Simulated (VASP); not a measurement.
# Si32C (a cell with a defect) in VASP: a series of runs, part 2 of 2

VASP 6.6.1. The steps go on from the part before.

## (4) Single point, PBE

File INCAR:

```
SYSTEM = Si32C
PREC = Accurate
ENCUT = 520
EDIFF = 1E-6
ISMEAR = -1
SIGMA = 0.01
LREAL = Auto
LASPH = .True.
NELM = 120
ALGO = Normal
ISIF = 2
LWAVE = .False.
LCHARG = .True.
GGA = PE
LELF = .True.
LVHAR = .True.
NBANDS = 88
GGA_COMPAT = .False.
```

File KPOINTS:

```
regular mesh
0
Gamma
  1 1 1
  0 0 0
```

File POSCAR:

```
Si32C
1.0
   -5.4697269700      5.4697269700      5.4697269700
    5.4697269700     -5.4697269700      5.4697269700
    5.4697269700      5.4697269700     -5.4697269700
Si C
32 1
Direct
   -0.0022507522      0.0052974308      0.2463275603
    0.0053883860      0.2552910790      0.0060901577
   -0.0014525405      0.4939805981      0.7427442032
    0.0011987801      0.7419473627      0.4922888317
    0.2400822760      0.0011616668     -0.0039264300
    0.2470236645      0.2488458761      0.7482115693
    0.2556033432      0.5221446181      0.5062568964
    0.2231228372      0.7272565014      0.2132165840
    0.6012225140      0.0769334562      0.8542015032
    0.4800908737      0.2541164317      0.4824987636
    0.5110779780      0.5097597221      0.2518656795
    0.4953680531      0.7480434622      0.0009930112
    0.6295026276     -0.0052670819      0.5268974148
    0.7475750659      0.2401773447      0.2559859034
    0.7257709611      0.4723088582     -0.0170987511
    0.7530077868      0.7267822547      0.7470847306
    0.0339216200     -0.0035092245      0.4953015964
    0.0056107005      0.2616900273      0.2585779889
   -0.0238876640      0.4802347566     -0.0246006795
    0.0056649080      0.7445374371      0.7437674718
    0.2431369074     -0.0096026731      0.2409391743
    0.2576656034      0.2603882256      0.0042947299
    0.2520950328      0.4983369398      0.7478874215
    0.2615873713      0.7702115705      0.4845566359
    0.4892532140     -0.0066239138      0.0095320114
    0.4793804178      0.2257172994      0.7153466748
    0.4967420705      0.5074475408      0.4917037020
    0.4900928355      0.7481946581      0.2478422611
    0.7805845746     -0.0126119641      0.7761852691
    0.7384429830      0.2513675742      0.5051410272
    0.7519402746      0.4883006071      0.2479176762
    0.7455894092      0.7436160931      0.0010966727
    0.4611199085     -0.0078862254      0.6125513245
```

Launch:

```bash
> cat potpaw_PBE.64/Si/POTCAR potpaw_PBE.64/C/POTCAR > POTCAR
> mpirun -np 1 vasp_gam > vasp.out
```

Wall time 1.8 min (1 thread of Intel Xeon Platinum 8375C at 2.90GHz (Ice Lake), shared host); peak memory 0.63 GiB.

The run converged. Its results:

* Free energy: -175.8847 eV
* Pressure: 0.4 GPa
* Largest force: 0.559 eV/Å
* Band gap on the k mesh: 0.61 eV

Forces in eV/Å, atoms in the order of the input:
```
Si   0.000  0.051 -0.015
Si  -0.015  0.115  0.097
Si  -0.017  0.048  0.003
Si   0.001 -0.107 -0.058
Si  -0.047 -0.042  0.014
Si  -0.070  0.013  0.046
Si   0.098 -0.057  0.090
Si  -0.031 -0.038  0.004
Si  -0.026  0.429  0.099
Si  -0.035 -0.106  0.062
Si   0.016  0.045  0.051
Si   0.025  0.063 -0.024
Si   0.181 -0.012 -0.112
Si  -0.060  0.043 -0.015
Si  -0.204 -0.082 -0.152
Si  -0.009  0.012  0.014
Si   0.194 -0.181 -0.244
Si  -0.007  0.063  0.041
Si  -0.035  0.015 -0.035
Si  -0.050  0.002 -0.008
Si  -0.075 -0.041  0.042
Si  -0.037  0.055  0.096
Si  -0.014  0.036  0.045
Si   0.125 -0.143  0.050
Si   0.003  0.045 -0.081
Si  -0.331 -0.059 -0.117
Si   0.058 -0.039  0.036
Si   0.065  0.061 -0.001
Si   0.028  0.143  0.097
Si  -0.001  0.013  0.008
Si  -0.109 -0.023 -0.019
Si  -0.047  0.040 -0.052
C    0.426 -0.359  0.039
```

Stress tensor (GPa, compression positive):
```
-0.61  0.62  0.32
 0.62  2.22 -0.59
 0.32 -0.59 -0.27
```

Levels at points of the mesh, in eV from the valence-band top:
```tsv
k point	band 62	band 63	band 64	band 65	band 66	band 67	band 68	band 69	band 70	band 71
(0.00, 0.00, 0.00)	-0.93	-0.64	-0.49	-0.12	0.00	0.61	0.72	0.86	1.01	1.19
```

Caveat: the k points lie up to 0.81 Å⁻¹ apart, too coarse for converged energies, forces and pressures.

## (5) Single point, PBE0

File POSCAR:

```
Si32C
1.0
   -5.4697269700      5.4697269700      5.4697269700
    5.4697269700     -5.4697269700      5.4697269700
    5.4697269700      5.4697269700     -5.4697269700
Si C
32 1
Direct
   -0.0070524500      0.0085753900      0.2379486500
   -0.0255603600      0.2430184400     -0.0103972200
   -0.0083718000      0.4962632300      0.7375061300
    0.0272531400      0.7516502500      0.5079581100
    0.2470332900      0.0071394900      0.0095606500
    0.2400738100      0.2519986400      0.7551520300
    0.2519790900      0.4940082600      0.4991665500
    0.2299235600      0.7323676800      0.2231241400
    0.5197830300      0.0650870100      0.7924047300
    0.4888343600      0.2506722700      0.5039062900
    0.4966782900      0.5001838700      0.2423165000
    0.4904889000      0.7475433000     -0.0136971500
    0.6517401900     -0.0148024500      0.4992821600
    0.7436089200      0.2515032000      0.2561015100
    0.7647885400      0.5285352100      0.0272258400
    0.7500930500      0.7275687000      0.7453101300
    0.1029811100      0.0033040300      0.4918402000
   -0.0094563300      0.2572011400      0.2492180700
   -0.0188126000      0.4915048000     -0.0215615900
    0.0073638200      0.7533545900      0.7507685200
    0.2436460300     -0.0036534600      0.2584629800
    0.2354893400      0.2506826000     -0.0006964700
    0.2398053800      0.4931389500      0.7436195200
    0.2749108900      0.7421385100      0.4853155400
    0.4956522300      0.0047011400      0.0000916600
    0.5086919300      0.2970920900      0.7755374500
    0.4976203800      0.4927433700      0.4877254500
    0.4814771100      0.7383059000      0.2271867700
    0.7452544300     -0.0307340900      0.7486621400
    0.7356514700      0.2507236600      0.5009697200
    0.7589446300      0.5082007300      0.2673494800
    0.7473998400      0.7597775600      0.0000272400
    0.5118388300     -0.0783440600      0.6008612000
```

File INCAR.step1:

```
SYSTEM = Si32C
PREC = Accurate
ENCUT = 520
EDIFF = 1E-5
ISMEAR = -1
SIGMA = 0.01
LREAL = Auto
LASPH = .True.
NELM = 120
ALGO = Normal
ISIF = 2
LWAVE = .True.
LCHARG = .False.
NBANDS = 88
GGA = PE
GGA_COMPAT = .False.
```

File INCAR.step2:

```
SYSTEM = Si32C
PREC = Accurate
ENCUT = 520
EDIFF = 1E-6
ISMEAR = -1
SIGMA = 0.01
LREAL = Auto
LASPH = .True.
NELM = 120
ALGO = Normal
ISIF = 2
LWAVE = .False.
LCHARG = .False.
GGA = PE
LHFCALC = .True.
AEXX = 0.25
PRECFOCK = Fast
NBANDS = 88
ISTART = 1
GGA_COMPAT = .False.
```

KPOINTS is that of step 4.

Launch:

```bash
> cat potpaw_PBE.64/Si/POTCAR potpaw_PBE.64/C/POTCAR > POTCAR
> cp INCAR.step1 INCAR
> mpirun -np 1 vasp_gam > vasp.out
> cp INCAR.step2 INCAR
> mpirun -np 1 vasp_gam > vasp.out
```

Wall time 4.1 min (1 thread of Intel Xeon Platinum 8375C at 2.90GHz (Ice Lake), shared host); peak memory 0.73 GiB.

It converged, with:

- Free energy: -223.2674 eV
- Pressure: -0.9 GPa
- Largest force: 0.334 eV/Å
- Band gap on the k mesh: 1.70 eV

Forces on the atoms (eV/Å):
```
Si  -0.023  0.052  0.010
Si   0.065  0.043  0.037
Si   0.005  0.013 -0.004
Si   0.077 -0.022  0.026
Si  -0.068 -0.050  0.030
Si  -0.039  0.015  0.057
Si  -0.034 -0.026  0.056
Si  -0.009  0.040  0.007
Si  -0.287 -0.145  0.092
Si  -0.026  0.011  0.055
Si   0.033 -0.008 -0.005
Si  -0.026  0.023  0.017
Si   0.071  0.048 -0.158
Si  -0.035 -0.010  0.037
Si  -0.078 -0.063 -0.004
Si   0.038 -0.034  0.060
Si   0.068  0.027 -0.034
Si   0.000  0.030 -0.029
Si   0.051  0.029 -0.003
Si  -0.009  0.021 -0.032
Si   0.017 -0.040  0.013
Si  -0.047  0.002 -0.013
Si   0.021 -0.009  0.010
Si  -0.105  0.003  0.020
Si   0.043  0.049 -0.034
Si   0.000  0.044 -0.052
Si   0.069  0.026 -0.058
Si   0.060  0.013 -0.052
Si  -0.123 -0.174  0.000
Si   0.028 -0.026 -0.061
Si  -0.029 -0.023  0.009
Si  -0.008  0.038 -0.045
C    0.299  0.104  0.047
```

Stress tensor (GPa, compression positive):
```
-0.04  0.00  0.91
 0.00 -0.51 -1.00
 0.91 -1.00 -2.19
```

Levels at points of the mesh, in eV from the valence-band top:
```tsv
k point	band 64	band 65	band 66	band 67	band 68	band 69
(0.00, 0.00, 0.00)	-0.46	-0.30	0.00	1.70	2.07	2.10
```

Caveat: the k points lie up to 0.81 Å⁻¹ apart, too coarse for converged energies, forces and pressures; the PAW data sets were made with another functional, which shifts forces and pressure a little.

## (6) Summary

| level | cell | grid for exact exchange (PRECFOCK) | share of exact exchange | gap on the mesh (eV) | pressure (GPa) | largest force (eV/Å) |
| --- | --- | --- | --- | --- | --- | --- |
| PBE | as given, atomic positions A | - | - | - | 1.0 | 0.59 |
| PBE | as given, atomic positions B | - | - | - | 1.4 | 0.01 |
| PBE | as given, atomic positions C | - | - | 0.61 | 0.4 | 0.56 |
| PBE0 | as given, atomic positions B | Fast | 0.25 | 1.70 | -0.9 | 0.33 |

Alike in all rows: task single point; potentials or basis VASP PAW PBE potentials, release 64 (Si, C); no spin polarisation; k mesh 1 × 1 × 1; cutoff (eV) 520; smearing fermi-dirac 0.01 eV.

Caveats: all runs use coarse meshes; the PAW data sets were made with another functional, which shifts forces and pressure a little (at least some runs).

Total energies depend on the potentials used, so only differences within one code and one set of settings carry meaning.
